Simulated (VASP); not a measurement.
**NaCl: single point with PBE**

The system is NaCl.

```
CELL_PARAMETERS angstrom
3.97394 0.00000 0.00000
1.98697 3.44153 0.00000
1.98697 1.14718 3.24471
ATOMIC_POSITIONS crystal
Na 0.00000 0.00000 0.00000
Cl 0.50000 0.50000 0.50000
```

```
Program                : VASP 6.6.1
Task                   : single point
Functional             : PBE
Potentials or basis    : VASP PAW PBE potentials, release 64 (Na_pv, Cl)
Cutoff                 : 500 eV
k mesh                 : 6 × 6 × 6
Occupations            : gaussian, width 0.01 eV
Spin                   : no spin polarisation
Dipole correction      : no
Further INCAR settings : ALGO = Normal; EDIFF = 1e-06; NBANDS = 14
```

```json
{
  "Pressure": "1.0 GPa",
  "Band gap on the k mesh": "5.15 eV"
}
```

Levels at points of the mesh, in eV from the valence-band top:
```
           k point  band 5  band 6  band 7  band 8  band 9  band 10
(0.00, 0.00, 0.00)    0.00    0.00    0.00    5.15   11.13    11.13
(0.50, 0.00, 0.00)   -1.96   -0.27   -0.27    7.29   10.71    11.00
(0.50, 0.50, 0.00)   -1.69   -0.61   -0.61    7.57    8.07    11.40
```

It took 9.1 s on 1 thread of AMD EPYC 7R13 Processor (Zen 3), on a shared host, peak memory 0.13 GiB.

Expect the measured gap to be larger: semilocal functionals such as PBE lack the derivative discontinuity.
